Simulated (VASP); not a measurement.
# SiPd3O3 (Pm-3m) in VASP: single point with PBE

Aim: the single point of SiPd3O3 with PBE.

All numbers are computed with VASP 6.6.1; they aren't measurements. Logs are shortened: lines on timing, memory, paths and dates and some standing lists are left out, and cuts for length are marked.

## (1) The cell of the first run

Symmetry: Pm-3m, No. 221, cubic system. Conventional cell: a = 4.507 Å, b = 4.507 Å, c = 4.507 Å, α = 90.00°, β = 90.00°, γ = 90.00°. Within 3.0 Å of Si (site symmetry m-3m) lie 6 Pd at 2.25 Å. Within 3.0 Å of Pd (site symmetry 4/mmm) lie 2 Si at 2.25 Å and 4 O at 2.25 Å. Within 3.0 Å of O (site symmetry 4/mmm) lie 4 Pd at 2.25 Å.

## (2) Single point, PBE

INCAR reads:

```
ALGO = Normal
EDIFF = 1E-6
ENCUT = 520
GGA = PE
ISIF = 2
ISMEAR = 0
LASPH = True
LCHARG = False
LREAL = False
LWAVE = False
NBANDS = 35
NELM = 60
PREC = Accurate
SIGMA = 0.1
```

KPOINTS reads:

```
k-points
0
Gamma
  4 4 4
```

POSCAR reads:

```
SiPd3O3
1.0
    4.5073547700      0.0000000000      0.0000000000
    0.0000000000      4.5073547700      0.0000000000
    0.0000000000      0.0000000000      4.5073547700
Si Pd O
1 3 3
Direct
    0.5000000000      0.5000000000      0.5000000000
    0.0000000000      0.5000000000      0.5000000000
    0.5000000000      0.5000000000      0.0000000000
    0.5000000000      0.0000000000      0.5000000000
    0.0000000000      0.5000000000      0.0000000000
    0.5000000000      0.0000000000      0.0000000000
    0.0000000000      0.0000000000      0.5000000000
```

Potentials or basis: VASP PAW PBE potentials, release 64 (Si, Pd, O).

Started as:

```sh
$ cat potpaw_PBE.64/Si/POTCAR potpaw_PBE.64/Pd/POTCAR potpaw_PBE.64/O/POTCAR > POTCAR
$ mpirun -np 1 vasp_std > vasp.out
```

OUTCAR:

```text
EDIFF = 1E-6
   ENCUT = 520
   GGA = PE
   ISIF = 2
   ISMEAR = 0
   LASPH = True
   LREAL = False
   NELM = 60
   PREC = Accurate

 ion  position               nearest neighbor table
   1  0.500  0.500  0.500-   2 2.25   3 2.25   4 2.25   3 2.25   4 2.25   2 2.25
   2  0.000  0.500  0.500-   1 2.25   5 2.25   7 2.25   5 2.25   7 2.25   1 2.25   3 3.19   4 3.19
                             4 3.19   3 3.19   3 3.19   4 3.19   3 3.19   4 3.19
   3  0.500  0.500  0.000-   1 2.25   5 2.25   6 2.25   1 2.25   6 2.25   5 2.25   2 3.19   4 3.19
                             4 3.19   4 3.19   4 3.19   2 3.19   2 3.19   2 3.19
   4  0.500  0.000  0.500-   1 2.25   6 2.25   7 2.25   6 2.25   1 2.25   7 2.25   2 3.19   3 3.19
                             2 3.19   3 3.19   3 3.19   2 3.19   3 3.19   2 3.19
   5  0.000  0.500  0.000-   2 2.25   3 2.25   2 2.25   3 2.25
   6  0.500  0.000  0.000-   3 2.25   4 2.25   4 2.25   3 2.25
   7  0.000  0.000  0.500-   2 2.25   4 2.25   2 2.25   4 2.25

  LATTYP: Found a simple cubic cell.
 ALAT       =     4.5073547700

  Lattice vectors:

 A1 = (   4.5073547700,   0.0000000000,   0.0000000000)
 A2 = (   0.0000000000,   4.5073547700,   0.0000000000)
 A3 = (   0.0000000000,   0.0000000000,   4.5073547700)

Analysis of symmetry for initial positions (statically):
=====================================================================
 Subroutine PRICEL returns:
 Original cell was already a primitive cell.

 Routine SETGRP: Setting up the symmetry group for a
 simple cubic supercell.

 Subroutine GETGRP returns: Found 48 space group operations
 (whereof 48 operations were pure point group operations)
 out of a pool of 48 trial point group operations.

The static configuration has the point symmetry O_h .

Analysis of symmetry for dynamics (positions and initial velocities):
=====================================================================
 Subroutine PRICEL returns:
 Original cell was already a primitive cell.

 Routine SETGRP: Setting up the symmetry group for a
 simple cubic supercell.

 Subroutine GETGRP returns: Found 48 space group operations
 (whereof 48 operations were pure point group operations)
 out of a pool of 48 trial point group operations.

The dynamic configuration has the point symmetry O_h .

 Subroutine INISYM returns: Found 48 space group operations
 (whereof 48 operations are pure point group operations),
 and found     1 'primitive' translations

----------------------------------------------------------------------------------------

                                     Primitive cell

  volume of cell :      91.5725

  direct lattice vectors                    reciprocal lattice vectors
     4.507354770  0.000000000  0.000000000     0.221859616  0.000000000  0.000000000
     0.000000000  4.507354770  0.000000000     0.000000000  0.221859616  0.000000000
     0.000000000  0.000000000  4.507354770     0.000000000  0.000000000  0.221859616

  length of vectors
     4.507354770  4.507354770  4.507354770     0.221859616  0.221859616  0.221859616

  position of ions in fractional coordinates (direct lattice)
     0.500000000  0.500000000  0.500000000
     0.000000000  0.500000000  0.500000000
     0.500000000  0.500000000  0.000000000
     0.500000000  0.000000000  0.500000000
     0.000000000  0.500000000  0.000000000
     0.500000000  0.000000000  0.000000000
     0.000000000  0.000000000  0.500000000

  ion indices of the primitive-cell ions
   primitive index   ion index
                 1           1
                 2           2
                 3           3
                 4           4
                 5           5
                 6           6
                 7           7

----------------------------------------------------------------------------------------

 KPOINTS: k-points

Automatic generation of k-mesh.
 Grid dimensions read from file:
 generate k-points for:    4    4    4

 Generating k-lattice:

  Cartesian coordinates                     Fractional coordinates (reciprocal lattice)
     0.055464904  0.000000000  0.000000000     0.250000000  0.000000000  0.000000000
     0.000000000  0.055464904  0.000000000     0.000000000  0.250000000  0.000000000
     0.000000000  0.000000000  0.055464904     0.000000000  0.000000000  0.250000000

  Length of vectors
     0.055464904  0.055464904  0.055464904

  Shift w.r.t. Gamma in fractional coordinates (k-lattice)
     0.000000000  0.000000000  0.000000000

 Subroutine IBZKPT returns following result:
 ===========================================

 Found     10 irreducible k-points:

 Following reciprocal coordinates:
            Coordinates               Weight
  0.000000  0.000000  0.000000      1.000000
  0.250000  0.000000  0.000000      6.000000
  0.500000  0.000000  0.000000      3.000000
  0.250000  0.250000  0.000000     12.000000
  0.500000  0.250000  0.000000     12.000000
  0.500000  0.500000  0.000000      3.000000
  0.250000  0.250000  0.250000      8.000000
  0.500000  0.250000  0.250000     12.000000
  0.500000  0.500000  0.250000      6.000000
  0.500000  0.500000  0.500000      1.000000
   k-points           NKPTS =     10   k-points in BZ     NKDIM =     10   number of bands    NBANDS=     35
   number of dos      NEDOS =    301   number of ions     NIONS =      7
   total plane-waves  NPLWV =  46656
   dimension x,y,z NGX =    36 NGY =   36 NGZ =   36
   dimension x,y,z NGXF=    72 NGYF=   72 NGZF=   72
   ions per type =               1   3   3
   NGX,Y,Z   is equivalent  to a cutoff of  13.28, 13.28, 13.28 a.u.
   NGXF,Y,Z  is equivalent  to a cutoff of  26.56, 26.56, 26.56 a.u.
 SYSTEM =  unknown system
   PREC   = accura    normal or accurate (medium, high low for compatibility)
   ISTART =      0    job   : 0-new  1-cont  2-samecut
   ICHARG =      2    charge: 1-file 2-atom 10-const
   ISPIN  =      1    spin polarized calculation?
   LNONCOLLINEAR =      F non collinear calculations
   LSORBIT =      F    spin-orbit coupling
   LASPH  =      T    aspherical Exc in radial PAW
   ENCUT  =  520.0 eV  38.22 Ry    6.18 a.u.   8.38  8.38  8.38*2*pi/ulx,y,z
   NELM   =     60;   NELMIN=  2; NELMDL= -5     # of ELM steps
   EDIFF  = 0.1E-05   stopping-criterion for ELM
   LREAL  =      F    real-space projection
   EDIFFG = 0.1E-04   stopping-criterion for IOM
   NSW    =      0    number of steps for IOM
   IBRION =     -1    ionic relax: 0-MD 1-quasi-New 2-CG
   NFREE  =      0    steps in history (QN), initial steepest desc. (CG)
   ISIF   =      2    stress and relaxation
   ISYM   =      2    0-nonsym 1-usesym 2-fastsym
   POTIM  = 0.5000    time-step for ionic-motion
   TEBEG  =    0.0;   TEEND  =   0.0 temperature during run
   PSTRESS=    0.0 pullay stress
   NELECT =      52.0000    total number of electrons
   NUPDOWN=      -1.0000    fix difference up-down
   EMIN   =  10.00;   EMAX   =-10.00  energy-range for DOS
   EFERMI =   0.00;   METHOD = LEGACY
   ISMEAR =     0;   SIGMA  =   0.10  broadening in eV -4-tet -1-fermi 0-gaus
   EFERMI_NEDOS =   21; number of points for ismear=-14 and -15
   IALGO  =     38    algorithm
   IMIX   =      4    mixing-type and parameters
     AMIX     =   0.40;   BMIX     =  1.00
     AMIX_MAG =   1.60;   BMIX_MAG =  1.00
  volume/ion in A,a.u.               =      13.08        88.28
  Fermi-wavevector in a.u.,A,eV,Ry     =   1.355671  2.561846 25.005372  1.837843
  Thomas-Fermi vector in A             =   2.482739
   LORBIT       =      0    0 simple, 1 ext, 2 COOP (PROOUT), +10 PAW based schemes
   GGA     = PE    functional components
   LHFCALC =     F    Hartree Fock is set to
   AEXX    =    0.0000 exact exchange contribution
   IVDW    =     0    specifies the selected vdW correction
   LEPSILON=     F    determine dielectric tensor
   LRPA    =     F    only Hartree local field effects (RPA)
 non-spin polarized calculation
 Gauss-broadening in eV      SIGMA  =   0.10
  energy-cutoff  :      520.00
  volume of cell :       91.57
 maximum number of plane-waves:      2517
 NGX is ok and might be reduce to    36
   NGX = 17   NGY = 17   NGZ = 17

 number of electron      52.0000001 magnetization

 Free energy of the ion-electron system (eV)
  ---------------------------------------------------
  ext. energy  EPLUGINS =         0.00000000
  ---------------------------------------------------
  free energy    TOTEN  =       -34.44576923 eV

  energy without entropy =      -34.42001495  energy(sigma->0) =      -34.43289209

 E-fermi :   6.2118     XC(G=0): -11.4518

 val. band max:        6.1557257427   @ k =   0.5000   0.5000   0.0000
 cond. band min:       6.2157401948   @ k =   0.5000   0.2500   0.0000
 fundamental gap:      0.0600144522
 Fermi energy:         6.2118290206

 k-point     1 :       0.0000    0.0000    0.0000
  band No.  band energies     occupation
      1     -11.3919      2.00000
      2     -10.8695      2.00000
      3     -10.8695      2.00000
      4      -4.6379      2.00000
      5       1.4296      2.00000
      6       1.4296      2.00000
[... 27 lines left out ...]
     34      14.1501      0.00000
     35      18.4582      0.00000

 k-point     2 :       0.2500    0.0000    0.0000
  band No.  band energies     occupation
      1     -11.2743      2.00000
      2     -10.9089      2.00000
      3     -10.7956      2.00000
      4      -4.3701      2.00000
      5       0.9737      2.00000
      6       1.3959      2.00000
[... 27 lines left out ...]
     34      15.0978      0.00000
     35      16.8507      0.00000
[... 264 lines left out ...]
     34      13.3653      0.00000
     35      14.9938      0.00000

 k-point    10 :       0.5000    0.5000    0.5000
  band No.  band energies     occupation
      1     -10.7264      2.00000
      2     -10.7264      2.00000
      3     -10.7264      2.00000
      4      -1.7706      2.00000
      5      -0.8824      2.00000
      6      -0.8824      2.00000
[... 27 lines left out ...]
     34      11.2190      0.00000
     35      15.7355      0.00000

------------------------ aborting loop because EDIFF is reached ----------------------------------------

  FORCE on cell =-STRESS in cart. coord.  units (eV):
  Direction    XX          YY          ZZ          XY          YZ          ZX
  --------------------------------------------------------------------------------------
  -------------------------------------------------------------------------------------
  Total        3.9257011      3.9257011      3.9257011     -0.0000000      0.0000000     -0.0000000
  in kB       68.6851079     68.6851079     68.6851079     -0.0000000      0.0000000     -0.0000000
  external PRESSURE =      68.6851079 kB  Pullay stress =       0.0000000 kB

 VOLUME and BASIS-vectors are now :
 -----------------------------------------------------------------------------
  energy-cutoff  :      520.00
  volume of cell :       91.57
      direct lattice vectors                 reciprocal lattice vectors
     4.507354770  0.000000000  0.000000000     0.221859616  0.000000000  0.000000000
     0.000000000  4.507354770  0.000000000     0.000000000  0.221859616  0.000000000
     0.000000000  0.000000000  4.507354770     0.000000000  0.000000000  0.221859616

 POSITION                                       TOTAL-FORCE (eV/Angst)
 -----------------------------------------------------------------------------------
      2.25368      2.25368      2.25368         0.000000      0.000000      0.000000
      0.00000      2.25368      2.25368         0.000000      0.000000      0.000000
      2.25368      2.25368      0.00000         0.000000      0.000000      0.000000
      2.25368      0.00000      2.25368         0.000000      0.000000      0.000000
      0.00000      2.25368      0.00000         0.000000      0.000000      0.000000
      2.25368      0.00000      0.00000         0.000000      0.000000      0.000000
      0.00000      0.00000      2.25368         0.000000      0.000000      0.000000
 -----------------------------------------------------------------------------------
    total drift:                                0.000000      0.000000      0.000000

  FREE ENERGIE OF THE ION-ELECTRON SYSTEM (eV)
  ---------------------------------------------------
  free  energy   TOTEN  =       -34.4457692318 eV

  energy  without entropy=      -34.4200149478  energy(sigma->0) =      -34.43289209
```

Wall time 62 s (1 thread of AMD EPYC 7R13, shared host); peak memory 0.18 GiB.

What came out:

| Property | Result |
| --- | --- |
| Free energy | -34.4458 eV |
| Pressure | 6.9 GPa |
| Band gap on the k mesh | zero (band 26 reaches 8.06 eV, above the bottom of band 27 at 5.07 eV) |
